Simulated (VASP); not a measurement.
# Cr (P6_3/mmc) in VASP: single point with PBE

Aim: the single point of Cr with PBE.

All numbers are computed with VASP 6.6.1; they aren't measurements. Logs are shortened: lines on timing, memory, paths and dates and some standing lists are left out, and cuts for length are marked.

## 1. The cell of the first run

It takes space group P6_3/mmc (No. 194, hexagonal). Conventional cell: a = 2.485 Å, b = 2.485 Å, c = 4.459 Å, α = 90.00°, β = 90.00°, γ = 120.00°. Within 3.3 Å of Cr (site symmetry -6m2) lie 12 Cr at 2.48 to 2.65 Å.

This isn't the form of Cr at room conditions, which is bcc.

## 2. Single point, PBE, non-collinear spin, typed start, spin-orbit coupling

INCAR reads:

```
PREC     = Accurate       # precision mode
ENCUT    = 520            # plane-wave cutoff, eV
EDIFF    = 1E-6           # SCF threshold, eV
ISMEAR   = 0              # smearing method
SIGMA    = 0.05           # smearing width, eV
LREAL    = False          # projectors in reciprocal space
LASPH    = True           # aspherical terms in the spheres
NELM     = 150            # most SCF steps
ALGO     = Normal         # electronic algorithm
ISIF     = 2              # what is computed and relaxed
LWAVE    = False          # write WAVECAR
LCHARG   = False          # write CHGCAR
MAGMOM   = 0 0 0.05 0 0 0.05 # initial moments
LORBIT   = 11             # projections on sites
LSORBIT  = True           # spin-orbit coupling
GGA_COMPAT= False        
LORBMOM  = True         
LMAXMIX  = 4              # l up to which the mixer works
GGA      = PE             # functional
NBANDS   = 36             # bands
KPAR     = 4
```

KPOINTS reads:

```
Automatic mesh
0
Gamma
  20 20 10
```

POSCAR reads:

```
Cr
1.0
    2.4849676970      0.0000000000      0.0000000000
   -1.2424838485      2.1520451532      0.0000000000
    0.0000000000      0.0000000000      4.4589522429
Cr
2
Direct
    0.3333333333      0.6666666667      0.7500000000
    0.6666666667      0.3333333333      0.2500000000
```

Potentials or basis: VASP PAW PBE potentials, release 64 (Cr_pv).

Command:

```
$ cat potpaw_PBE.64/Cr_pv/POTCAR > POTCAR
$ mpirun -np 4 vasp_ncl > vasp.out
```

OUTCAR:

```text
PREC = Accurate
   ENCUT = 520
   EDIFF = 1E-6
   ISMEAR = 0
   LREAL = False
   LASPH = True
   NELM = 150
   ISIF = 2
   LORBIT = 11
   LSORBIT = True
   GGA = PE

 ion  position               nearest neighbor table
   1  0.333  0.667  0.750-   2 2.65   2 2.65   2 2.65   2 2.65   2 2.65   2 2.65
   2  0.667  0.333  0.250-   1 2.65   1 2.65   1 2.65   1 2.65   1 2.65   1 2.65

  LATTYP: Found a hexagonal cell.
 ALAT       =     2.4849676970
 C/A-ratio  =     1.7943703044

  Lattice vectors:

 A1 = (   2.4849676970,   0.0000000000,   0.0000000000)
 A2 = (  -1.2424838485,   2.1520451532,   0.0000000000)
 A3 = (   0.0000000000,   0.0000000000,   4.4589522429)

Analysis of symmetry for initial positions (statically):
=====================================================================
 Subroutine PRICEL returns:
 Original cell was already a primitive cell.

 Routine SETGRP: Setting up the symmetry group for a
 hexagonal supercell.

 Subroutine GETGRP returns: Found 24 space group operations
 (whereof 12 operations were pure point group operations)
 out of a pool of 24 trial point group operations.

The static configuration has the point symmetry D_3d.
 The point group associated with its full space group is D_6h.

Analysis of symmetry for dynamics (positions and initial velocities):
=====================================================================
 Subroutine PRICEL returns:
 Original cell was already a primitive cell.

 Routine SETGRP: Setting up the symmetry group for a
 hexagonal supercell.

 Subroutine GETGRP returns: Found 24 space group operations
 (whereof 12 operations were pure point group operations)
 out of a pool of 24 trial point group operations.

The dynamic configuration has the point symmetry D_3d.
 The point group associated with its full space group is D_6h.

Analysis of structural, dynamic, and magnetic symmetry:
=====================================================================
 Subroutine PRICEL returns:
 Original cell was already a primitive cell.

 Routine SETGRP: Setting up the symmetry group for a
 hexagonal supercell.

 Subroutine GETGRP returns: Found 12 space group operations
 (whereof  6 operations were pure point group operations)
 out of a pool of 24 trial point group operations.

The overall configuration has the point symmetry S_6 .
 The point group associated with its full space group is C_6h.

 Subroutine INISYM returns: Found 12 space group operations
 (whereof  6 operations are pure point group operations),
 and found     1 'primitive' translations

[... 1113 lines left out ...]
 -----------------------------------------------------------------------------------
    total drift:                               -0.000000      0.000000     -0.000000

  FREE ENERGIE OF THE ION-ELECTRON SYSTEM (eV)
  ---------------------------------------------------
  free  energy   TOTEN  =       -18.2495447394 eV

  energy  without entropy=      -18.2455257204  energy(sigma->0) =      -18.24753523

 orbital moment (x)

 # of ion     p       d       tot
 ----------------------------------------
  1         0.000  -0.000  -0.000
  2         0.000  -0.000  -0.000
 ----------------------------------------
            0.000  -0.000  -0.000

 orbital moment (y)

 # of ion     p       d       tot
 ----------------------------------------
  1         0.000  -0.000  -0.000
  2        -0.000  -0.000  -0.000
 ----------------------------------------
            0.000  -0.000  -0.000

 orbital moment (z)

 # of ion     p       d       tot
 ----------------------------------------
  1        -0.000   0.000   0.000
  2        -0.000   0.000   0.000
 ----------------------------------------
           -0.000   0.000   0.000

 Spin-Orbit-Coupling matrix elements

 Ion:    1  E_soc:     -0.0240408
 l=   1
     0.0000000    -0.0030653    -0.0030736
    -0.0030653     0.0000000    -0.0030653
    -0.0030736    -0.0030653     0.0000000
 l=   2
     0.0000000    -0.0001641     0.0000000    -0.0001641    -0.0008451
    -0.0001641     0.0000000    -0.0005849    -0.0001447    -0.0001641
     0.0000000    -0.0005849     0.0000000    -0.0005849     0.0000000
    -0.0001641    -0.0001447    -0.0005849     0.0000000    -0.0001641
    -0.0008451    -0.0001641     0.0000000    -0.0001641     0.0000000
 l=   3
     0.0000000     0.0000000     0.0000000     0.0000000     0.0000000     0.0000000     0.0000000
     0.0000000     0.0000000     0.0000000     0.0000000     0.0000000     0.0000000     0.0000000
     0.0000000     0.0000000     0.0000000     0.0000000     0.0000000     0.0000000     0.0000000
     0.0000000     0.0000000     0.0000000     0.0000000     0.0000000     0.0000000     0.0000000
     0.0000000     0.0000000     0.0000000     0.0000000     0.0000000     0.0000000     0.0000000
     0.0000000     0.0000000     0.0000000     0.0000000     0.0000000     0.0000000     0.0000000
     0.0000000     0.0000000     0.0000000     0.0000000     0.0000000     0.0000000     0.0000000

 Ion:    2  E_soc:     -0.0240408
 l=   1
     0.0000000    -0.0030653    -0.0030736
    -0.0030653     0.0000000    -0.0030653
    -0.0030736    -0.0030653     0.0000000
 l=   2
     0.0000000    -0.0001641     0.0000000    -0.0001641    -0.0008451
    -0.0001641     0.0000000    -0.0005849    -0.0001447    -0.0001641
     0.0000000    -0.0005849     0.0000000    -0.0005849     0.0000000
    -0.0001641    -0.0001447    -0.0005849     0.0000000    -0.0001641
    -0.0008451    -0.0001641     0.0000000    -0.0001641     0.0000000
 l=   3
     0.0000000     0.0000000     0.0000000     0.0000000     0.0000000     0.0000000     0.0000000
     0.0000000     0.0000000     0.0000000     0.0000000     0.0000000     0.0000000     0.0000000
     0.0000000     0.0000000     0.0000000     0.0000000     0.0000000     0.0000000     0.0000000
     0.0000000     0.0000000     0.0000000     0.0000000     0.0000000     0.0000000     0.0000000
     0.0000000     0.0000000     0.0000000     0.0000000     0.0000000     0.0000000     0.0000000
     0.0000000     0.0000000     0.0000000     0.0000000     0.0000000     0.0000000     0.0000000
     0.0000000     0.0000000     0.0000000     0.0000000     0.0000000     0.0000000     0.0000000

 total charge

# of ion       s       p       d       tot
------------------------------------------
    1        0.441   6.372   4.208  11.021
    2        0.441   6.372   4.208  11.021
--------------------------------------------------
tot          0.882  12.745   8.415  22.042

 magnetization (x)

# of ion       s       p       d       tot
------------------------------------------
    1        0.000   0.000   0.000   0.000
    2        0.000   0.000   0.000   0.000
--------------------------------------------------
tot          0.000   0.000   0.000   0.000

 magnetization (y)

# of ion       s       p       d       tot
------------------------------------------
    1        0.000   0.000  -0.000  -0.000
    2        0.000   0.000   0.000   0.000
--------------------------------------------------
tot          0.000   0.000   0.000   0.000

 magnetization (z)

# of ion       s       p       d       tot
------------------------------------------
    1        0.000   0.000   0.000   0.000
    2        0.000   0.000   0.000   0.000
--------------------------------------------------
tot          0.000   0.000   0.000   0.000
```

stdout:

```text
POSCAR found type information on POSCAR Cr
 POSCAR found :  1 types and       2 ions
 scaLAPACK will be used
 LDA part: xc-table for (Slater+PW92), standard interpolation
 POSCAR, INCAR and KPOINTS ok, starting setup
 FFT: planning ... GRIDC
 FFT: planning ... GRID_SOFT
 FFT: planning ... GRID
 WAVECAR not read
 entering main loop
```

Run time: 5.8 min. Hardware: 4 MPI ranks of Oxide Virtual Turin-like, shared host; peak memory 0.51 GiB.

Results:

| Quantity | Value |
| --- | --- |
| Free energy | -18.2495 eV |
| Pressure | -0.5 GPa |
| Net moment | 0.00 μB per cell |
| Valence electrons inside the program's atomic spheres | Cr 11.02 |

Moments on the atoms (μB; x, y, z):
```
Cr  0.00 0.00 0.00
Cr  0.00 0.00 0.00
```
